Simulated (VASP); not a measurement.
GaP (ordered beta-tin type): relaxation of cell and atoms with PBE

The system is GaP (ordered beta-tin type).

```
Ga P
1.0
    -2.34597    2.34597    1.29959
     2.34597   -2.34597    1.29959
     2.34597    2.34597   -1.29959
Ga P
1 1
Cartesian
  0.0000 0.0000 0.0000
  0.0000 2.3460 0.6498
```

- Program: VASP 6.6.1
- Task: relaxation of cell and atoms
- Functional: PBE
- Potentials or basis: VASP PAW PBE potentials, release 64 (Ga_d, P)
- Cutoff: 500 eV
- k mesh: 16 × 16 × 16
- Occupations: gaussian, width 0.1 eV
- Spin: no spin polarisation
- Target pressure: 12 GPa
- Dipole correction: no
- Further INCAR settings: ALGO = Normal; EDIFF = 1e-07; IBRION = 2; EDIFFG = -0.005; NSW = 80; ISIF = 3

The relaxed volume is 14.92 Å³/atom and the relaxed cell is a = 3.609 Å, b = 3.609 Å, c = 3.609 Å, α = 97.72°, β = 97.72°, γ = 136.99°. The space group after relaxing (to 0.1 Å) is I-4m2 (No. 119) and the energy change on relaxing (the run minimises the enthalpy) is -57.0 meV/atom. The ionic steps are 5 and the pressure after relaxing is 12.0 GPa. The band gap on the k mesh is zero (bands 9 and 10 overlap by 5.98 eV).

Step by step:
```
step  energy change (eV)  largest force (eV/Å)  pressure (GPa)  volume (Å³)
   1              0.0000                0.0000           18.07        28.61
   2             -0.1784                0.0000            7.50        30.91
   3             -0.1126                0.0000           12.00        29.82
   4             -0.1134                0.0000           12.00        29.83
   5             -0.1141                0.0000           12.00        29.83
```

Final structure:
```
Ga P
1.0
    -2.37428    2.37428    1.32312
     2.37428   -2.37428    1.32312
     2.37428    2.37428   -1.32312
Ga P
1 1
Cartesian
  0.0000 0.0000 0.0000
  0.0000 2.3743 0.6616
```

Levels at points of the mesh, in eV from the Fermi level:
| k point | band 5 | band 6 | band 7 | band 8 | band 9 | band 10 | band 11 | band 12 | band 13 |
| --- | --- | --- | --- | --- | --- | --- | --- | --- | --- |
| (0.00, 0.00, 0.00) | -15.04 | -14.86 | -3.02 | -3.02 | -2.43 | 2.99 | 5.47 | 9.47 | 9.47 |
| (0.50, 0.00, 0.00) | -14.97 | -9.37 | -7.05 | -2.64 | -2.19 | -1.36 | 2.16 | 4.55 | 6.52 |
| (0.50, 0.50, 0.00) | -15.01 | -12.80 | -10.16 | -0.88 | 2.07 | 2.35 | 3.42 | 4.94 | 9.33 |
| (0.50, 0.50, 0.50) | -15.02 | -10.70 | -7.05 | -7.05 | -6.80 | 4.16 | 6.54 | 12.42 | 12.42 |

Run time: 14 min on 1 thread of AMD EPYC 7R13, with other jobs on the host, peak memory 0.24 GiB.

Caveat: the cell is relaxed towards a set pressure, so the run minimises the enthalpy, not the energy.
